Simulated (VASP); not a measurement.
# InSb (P4/mmm) in VASP: notebook, part 2 of 2

VASP 6.6.1.

## (3) Single point, LDA (27.30 Å³/atom)

This run uses another cell than the first one, of 27.30 Å³/atom.

Contents of INCAR:

```
  ALGO = Normal
  EDIFF = 1E-7
  ENCUT = 520
  ISIF = 2
  ISMEAR = 0
  LASPH = T
  LCHARG = F
  LREAL = F
  LWAVE = F
  NBANDS = 16
  NELM = 80
  PREC = Accurate
  SIGMA = 0.15
```

Contents of KPOINTS:

```
k-points
0
Gamma
  16 16 8
```

Contents of POSCAR:

```
InSb
1.0
    2.8897602212      0.0000000000      0.0000000000
    0.0000000000      2.8897602212      0.0000000000
    0.0000000000      0.0000000000      6.5375045485
In Sb
1 1
Direct
    0.0000000000      0.0000000000      0.0000000000
    0.0000000000      0.0000000000      0.5000000000
```

Potentials or basis: VASP PAW LDA potentials, release 64 (In_d, Sb).

The run is started by

```console
> cat potpaw_LDA.64/In_d/POTCAR potpaw_LDA.64/Sb/POTCAR > POTCAR
> mpirun -np 1 vasp_std > vasp.out
```

OUTCAR:

```text
EDIFF = 1E-7
   ENCUT = 520
   ISIF = 2
   ISMEAR = 0
   LASPH = T
   LREAL = F
   NELM = 80
   PREC = Accurate

 ion  position               nearest neighbor table
   1  0.000  0.000  0.000-   2 3.27   2 3.27
   2  0.000  0.000  0.500-   1 3.27   1 3.27

  LATTYP: Found a simple tetragonal cell.
 ALAT       =     2.8897602212
 C/A-ratio  =     2.2623000000

  Lattice vectors:

 A1 = (   2.8897602212,   0.0000000000,   0.0000000000)
 A2 = (   0.0000000000,   2.8897602212,   0.0000000000)
 A3 = (   0.0000000000,   0.0000000000,   6.5375045485)

Analysis of symmetry for initial positions (statically):
=====================================================================
 Subroutine PRICEL returns:
 Original cell was already a primitive cell.

 Routine SETGRP: Setting up the symmetry group for a
 simple tetragonal supercell.

 Subroutine GETGRP returns: Found 16 space group operations
 (whereof 16 operations were pure point group operations)
 out of a pool of 16 trial point group operations.

The static configuration has the point symmetry D_4h.

Analysis of symmetry for dynamics (positions and initial velocities):
=====================================================================
 Subroutine PRICEL returns:
 Original cell was already a primitive cell.

 Routine SETGRP: Setting up the symmetry group for a
 simple tetragonal supercell.

 Subroutine GETGRP returns: Found 16 space group operations
 (whereof 16 operations were pure point group operations)
 out of a pool of 16 trial point group operations.

The dynamic configuration has the point symmetry D_4h.

 Subroutine INISYM returns: Found 16 space group operations
 (whereof 16 operations are pure point group operations),
 and found     1 'primitive' translations

----------------------------------------------------------------------------------------

                                     Primitive cell

  volume of cell :      54.5928

  direct lattice vectors                    reciprocal lattice vectors
     2.889760221  0.000000000  0.000000000     0.346049472  0.000000000  0.000000000
     0.000000000  2.889760221  0.000000000     0.000000000  0.346049472  0.000000000
     0.000000000  0.000000000  6.537504549     0.000000000  0.000000000  0.152963565

  length of vectors
     2.889760221  2.889760221  6.537504549     0.346049472  0.346049472  0.152963565

  position of ions in fractional coordinates (direct lattice)
     0.000000000  0.000000000  0.000000000
     0.000000000  0.000000000  0.500000000

  ion indices of the primitive-cell ions
   primitive index   ion index
                 1           1
                 2           2

----------------------------------------------------------------------------------------

 KPOINTS: k-points

Automatic generation of k-mesh.
 Grid dimensions read from file:
 generate k-points for:   16   16    8

 Generating k-lattice:

  Cartesian coordinates                     Fractional coordinates (reciprocal lattice)
     0.021628092  0.000000000  0.000000000     0.062500000  0.000000000  0.000000000
     0.000000000  0.021628092  0.000000000     0.000000000  0.062500000  0.000000000
     0.000000000  0.000000000  0.019120446     0.000000000  0.000000000  0.125000000

  Length of vectors
     0.021628092  0.021628092  0.019120446

  Shift w.r.t. Gamma in fractional coordinates (k-lattice)
     0.000000000  0.000000000  0.000000000

 Subroutine IBZKPT returns following result:
 ===========================================

 Found    225 irreducible k-points:

 Following reciprocal coordinates:
            Coordinates               Weight
  0.000000  0.000000  0.000000      1.000000
  0.062500  0.000000  0.000000      4.000000
  0.125000  0.000000  0.000000      4.000000
  0.187500  0.000000  0.000000      4.000000
  0.250000  0.000000  0.000000      4.000000
  0.312500  0.000000  0.000000      4.000000
[... 16 lines left out ...]
  0.437500  0.125000  0.000000      8.000000
  0.500000  0.125000  0.000000      4.000000
 [... further k-points ...]
   k-points           NKPTS =    225   k-points in BZ     NKDIM =    225   number of bands    NBANDS=     16
   number of dos      NEDOS =    301   number of ions     NIONS =      2
   total plane-waves  NPLWV =  28800
   dimension x,y,z NGX =    24 NGY =   24 NGZ =   50
   dimension x,y,z NGXF=    48 NGYF=   48 NGZF=  100
   ions per type =               1   1
   NGX,Y,Z   is equivalent  to a cutoff of  13.81, 13.81, 12.71 a.u.
   NGXF,Y,Z  is equivalent  to a cutoff of  27.61, 27.61, 25.43 a.u.
 SYSTEM =  unknown system
   PREC   = accura    normal or accurate (medium, high low for compatibility)
   ISTART =      0    job   : 0-new  1-cont  2-samecut
   ICHARG =      2    charge: 1-file 2-atom 10-const
   ISPIN  =      1    spin polarized calculation?
   LNONCOLLINEAR =      F non collinear calculations
   LSORBIT =      F    spin-orbit coupling
   LASPH  =      T    aspherical Exc in radial PAW
   ENCUT  =  520.0 eV  38.22 Ry    6.18 a.u.   5.37  5.37 12.16*2*pi/ulx,y,z
   NELM   =     80;   NELMIN=  2; NELMDL= -5     # of ELM steps
   EDIFF  = 0.1E-06   stopping-criterion for ELM
   LREAL  =      F    real-space projection
   EDIFFG = 0.1E-05   stopping-criterion for IOM
   NSW    =      0    number of steps for IOM
   IBRION =     -1    ionic relax: 0-MD 1-quasi-New 2-CG
   NFREE  =      0    steps in history (QN), initial steepest desc. (CG)
   ISIF   =      2    stress and relaxation
   ISYM   =      2    0-nonsym 1-usesym 2-fastsym
   POTIM  = 0.5000    time-step for ionic-motion
   TEBEG  =    0.0;   TEEND  =   0.0 temperature during run
   PSTRESS=    0.0 pullay stress
   NELECT =      18.0000    total number of electrons
   NUPDOWN=      -1.0000    fix difference up-down
   EMIN   =  10.00;   EMAX   =-10.00  energy-range for DOS
   EFERMI =   0.00;   METHOD = LEGACY
   ISMEAR =     0;   SIGMA  =   0.15  broadening in eV -4-tet -1-fermi 0-gaus
   EFERMI_NEDOS =   21; number of points for ismear=-14 and -15
   IALGO  =     38    algorithm
   IMIX   =      4    mixing-type and parameters
     AMIX     =   0.40;   BMIX     =  1.00
     AMIX_MAG =   1.60;   BMIX_MAG =  1.00
  volume/ion in A,a.u.               =      27.30       184.21
  Fermi-wavevector in a.u.,A,eV,Ry     =   1.130977  2.137237 17.403336  1.279109
  Thomas-Fermi vector in A             =   2.267675
   LORBIT       =      0    0 simple, 1 ext, 2 COOP (PROOUT), +10 PAW based schemes
   GGA     = CA    functional components
   LHFCALC =     F    Hartree Fock is set to
   AEXX    =    0.0000 exact exchange contribution
   IVDW    =     0    specifies the selected vdW correction
   LEPSILON=     F    determine dielectric tensor
   LRPA    =     F    only Hartree local field effects (RPA)
 non-spin polarized calculation
 Gauss-broadening in eV      SIGMA  =   0.15
  energy-cutoff  :      520.00
  volume of cell :       54.59
 maximum number of plane-waves:      1491
 NGX is ok and might be reduce to    24
   NGX = 11   NGY = 11   NGZ = 25

 number of electron      18.0000001 magnetization

 Free energy of the ion-electron system (eV)
  ---------------------------------------------------
  ext. energy  EPLUGINS =         0.00000000
  ---------------------------------------------------
  free energy    TOTEN  =        -7.79049662 eV

  energy without entropy =       -7.78077488  energy(sigma->0) =       -7.78563575

 E-fermi :   7.3374     XC(G=0): -10.1904

 val. band max:        7.3276992531   @ k =   0.5000   0.3750   0.1250
 cond. band min:       7.3384584686   @ k =   0.3750   0.0000   0.3750
 fundamental gap:      0.0107592155
 Fermi energy:         7.3373601741

 k-point     1 :       0.0000    0.0000    0.0000
  band No.  band energies     occupation
      1      -7.9290      2.00000
      2      -7.5671      2.00000
      3      -7.0159      2.00000
      4      -7.0159      2.00000
      5      -6.8644      2.00000
      6      -5.0785      2.00000
[... 8 lines left out ...]
     15      17.2946      0.00000
     16      18.0711      0.00000
[... 419 lines left out ...]
 k-point    24 :       0.5000    0.1250    0.0000
  band No.  band energies     occupation
      1      -7.5321      2.00000
      2      -7.4027      2.00000
      3      -7.2347      2.00000
      4      -7.0372      2.00000
      5      -6.9141      2.00000
      6      -1.3312      2.00000
[... 8 lines left out ...]
     15      18.0034      0.00000
     16      18.1399      0.00000

 [... further k-points ...]

------------------------ aborting loop because EDIFF is reached ----------------------------------------

  FORCE on cell =-STRESS in cart. coord.  units (eV):
  Direction    XX          YY          ZZ          XY          YZ          ZX
  --------------------------------------------------------------------------------------
  -------------------------------------------------------------------------------------
  Total        2.1292702      2.1292702     -2.1687708      0.0000000      0.0000000      0.0000000
  in kB       62.4893100     62.4893100    -63.6485665      0.0000000      0.0000000      0.0000000
  external PRESSURE =      20.4433512 kB  Pullay stress =       0.0000000 kB

 VOLUME and BASIS-vectors are now :
 -----------------------------------------------------------------------------
  energy-cutoff  :      520.00
  volume of cell :       54.59
      direct lattice vectors                 reciprocal lattice vectors
     2.889760221  0.000000000  0.000000000     0.346049472  0.000000000  0.000000000
     0.000000000  2.889760221  0.000000000     0.000000000  0.346049472  0.000000000
     0.000000000  0.000000000  6.537504549     0.000000000  0.000000000  0.152963565

 POSITION                                       TOTAL-FORCE (eV/Angst)
 -----------------------------------------------------------------------------------
      0.00000      0.00000      0.00000         0.000000      0.000000      0.000000
      0.00000      0.00000      3.26875         0.000000      0.000000      0.000000
 -----------------------------------------------------------------------------------
    total drift:                                0.000000     -0.000000      0.000000

  FREE ENERGIE OF THE ION-ELECTRON SYSTEM (eV)
  ---------------------------------------------------
  free  energy   TOTEN  =        -7.7904966222 eV

  energy  without entropy=       -7.7807748776  energy(sigma->0) =       -7.78563575
```

stdout:

```text
POSCAR found type information on POSCAR InSb
 POSCAR found :  2 types and       2 ions
 scaLAPACK will be used
 LDA part: xc-table for (Slater(with rela. corr.)+CA(PZ))
 , standard interpolation
 POSCAR, INCAR and KPOINTS ok, starting setup
 FFT: planning ... GRIDC
 FFT: planning ... GRID_SOFT
 FFT: planning ... GRID
 WAVECAR not read
 entering main loop
```

Wall time 80 s (1 thread of Intel Xeon Platinum 8375C at 2.90GHz (Ice Lake), shared host); peak memory 0.31 GiB.

What came out:

- Free energy: -7.7905 eV
- Pressure: 2.0 GPa
- Band gap on the k mesh: zero (bands 9 and 10 overlap by 5.34 eV)

Caveat: spin-orbit coupling is left out, which moves the levels of the heavy elements.

## (4) Single point, LDA (31.66 Å³/atom)

This run uses another cell than the first one, of 31.66 Å³/atom.

Contents of INCAR:

```
  ALGO = Normal
  EDIFF = 1E-6
  ENCUT = 520
  GGA = CA
  ISIF = 2
  ISMEAR = 0
  LASPH = True
  LCHARG = False
  LREAL = False
  LWAVE = False
  NBANDS = 16
  NELM = 80
  PREC = Accurate
  SIGMA = 0.15
```

KPOINTS is that of step 3.

Contents of POSCAR:

```
InSb
1.0
    3.0363268895      0.0000000000      0.0000000000
    0.0000000000      3.0363268895      0.0000000000
    0.0000000000      0.0000000000      6.8690823221
In Sb
1 1
Direct
    0.0000000000      0.0000000000      0.0000000000
    0.0000000000      0.0000000000      0.5000000000
```

The run is started by

```console
> cat potpaw_LDA.64/In_d/POTCAR potpaw_LDA.64/Sb/POTCAR > POTCAR
> mpirun -np 1 vasp_std > vasp.out
```

Wall time 3.1 min (1 thread of Intel Xeon 8259CL, shared host); peak memory 0.35 GiB.

It converged, with:

```yaml
Free_energy: -7.7001 eV
Pressure: -4.4 GPa
Band_gap_on_the_k_mesh: zero (bands 9 and 10 overlap by 4.64 eV)
```

Stress tensor (GPa, compression positive):
```
-2.56  0.00  0.00
 0.00 -2.56  0.00
 0.00  0.00 -8.23
```

Levels at points of the mesh, in eV from the Fermi level:
| k point | band 5 | band 6 | band 7 | band 8 | band 9 | band 10 | band 11 | band 12 | band 13 | band 14 |
| --- | --- | --- | --- | --- | --- | --- | --- | --- | --- | --- |
| (0.00, 0.00, 0.00) | -14.18 | -11.42 | -7.32 | -4.11 | 2.94 | 4.71 | 4.71 | 6.59 | 8.14 | 8.88 |
| (0.50, 0.00, 0.00) | -14.21 | -8.64 | -4.79 | -3.63 | -1.94 | -1.57 | 3.08 | 5.62 | 6.98 | 9.70 |
| (0.50, 0.50, 0.00) | -13.97 | -5.64 | -2.58 | -2.58 | 0.44 | 0.78 | 0.78 | 0.84 | 3.17 | 5.90 |
| (0.00, 0.00, 0.50) | -14.18 | -11.36 | -7.87 | -1.89 | -0.56 | 4.77 | 4.77 | 8.16 | 8.54 | 8.54 |
| (0.50, 0.00, 0.50) | -14.21 | -8.62 | -4.67 | -4.32 | -2.31 | 0.71 | 2.44 | 5.00 | 5.83 | 7.03 |
| (0.50, 0.50, 0.50) | -13.97 | -5.64 | -2.50 | -2.50 | -0.72 | 0.48 | 0.48 | 3.34 | 3.58 | 4.97 |

Caveat: the cell stands under tension; spin-orbit coupling is left out, which moves the levels of the heavy elements.

## (5) Single point, LDA (31.66 Å³/atom)

This run uses another cell than the first one, of 31.66 Å³/atom.

Contents of INCAR:

```
SYSTEM = InSb
PREC     = Accurate       ! precision mode
ENCUT    = 520            ! plane-wave cutoff, eV
EDIFF    = 1E-6           ! SCF threshold, eV
ISMEAR   = 0              ! smearing method
SIGMA    = 0.15           ! smearing width, eV
LREAL    = .FALSE.        ! projectors in reciprocal space
LASPH    = .TRUE.         ! aspherical terms in the spheres
NELM     = 80             ! most SCF steps
ALGO     = Normal         ! electronic algorithm
ISIF     = 2              ! what is computed and relaxed
LWAVE    = .FALSE.        ! write WAVECAR
LCHARG   = .FALSE.        ! write CHGCAR
NBANDS   = 16             ! bands
```

Contents of KPOINTS:

```
regular mesh
0
G
  16 16 8
  0 0 0
```

Contents of POSCAR:

```
InSb
1.0
    3.2905012065      0.0000000000      0.0000000000
    0.0000000000      3.2905012065      0.0000000000
    0.0000000000      0.0000000000      5.8488658946
In Sb
1 1
Direct
    0.0000000000      0.0000000000      0.0000000000
    0.0000000000      0.0000000000      0.5000000000
```

The run is started by

```console
> cat potpaw_LDA.64/In_d/POTCAR potpaw_LDA.64/Sb/POTCAR > POTCAR
> mpirun -np 1 vasp_std > vasp.out
```

Wall time 2.4 min (1 thread of Intel Xeon 8259CL, shared host); peak memory 0.34 GiB.

Results (log left out):

| Item | Value |
| --- | --- |
| Free energy | -7.6422 eV |
| Pressure | -4.5 GPa |
| Band gap on the k mesh | zero (bands 9 and 10 overlap by 4.67 eV) |

Stress tensor (GPa, compression positive):
```
-7.54  0.00  0.00
 0.00 -7.54  0.00
 0.00  0.00  1.54
```

Levels at points of the mesh, in eV from the Fermi level:
```csv
k point,band 7,band 8,band 9,band 10,band 11,band 12
"(0.00, 0.00, 0.00)",-5.84,-4.25,2.88,2.88,6.91,7.21
"(0.50, 0.00, 0.00)",-4.44,-3.22,-2.59,-0.72,3.34,4.37
"(0.50, 0.50, 0.00)",-2.75,-2.75,-1.06,-0.33,1.24,1.24
"(0.00, 0.00, 0.50)",-7.72,0.47,1.42,3.19,3.19,6.52
"(0.50, 0.00, 0.50)",-5.31,-3.97,-2.01,2.43,3.58,4.64
"(0.50, 0.50, 0.50)",-2.96,-2.36,-2.36,0.11,0.11,3.27
```

Caveat: the cell stands under tension; spin-orbit coupling is left out, which moves the levels of the heavy elements.

## (6) Overview

| cell | gap on the mesh (eV) | pressure (GPa) |
| --- | --- | --- |
| a = 2.868, b = 2.868, c = 6.108 Å, 2 atoms | none | 6.5 |
| a = 2.890, b = 2.890, c = 6.538 Å, 2 atoms | none | 2.0 |
| a = 3.036, b = 3.036, c = 6.869 Å, 2 atoms | none | -4.4 |
| a = 3.291, b = 3.291, c = 5.849 Å, 2 atoms | none | -4.5 |

Alike in all rows: task single point; level LDA; potentials or basis VASP PAW LDA potentials, release 64 (In_d, Sb); no spin polarisation; k mesh 16 × 16 × 8; cutoff (eV) 520; smearing gaussian 0.15 eV.

Caveats: spin-orbit coupling is left out, which moves the levels of the heavy elements; the cell stands under tension (at least some runs); the cell stands under pressure (at least some runs).

Total energies depend on the potentials used, so only differences within one code and one set of settings carry meaning.
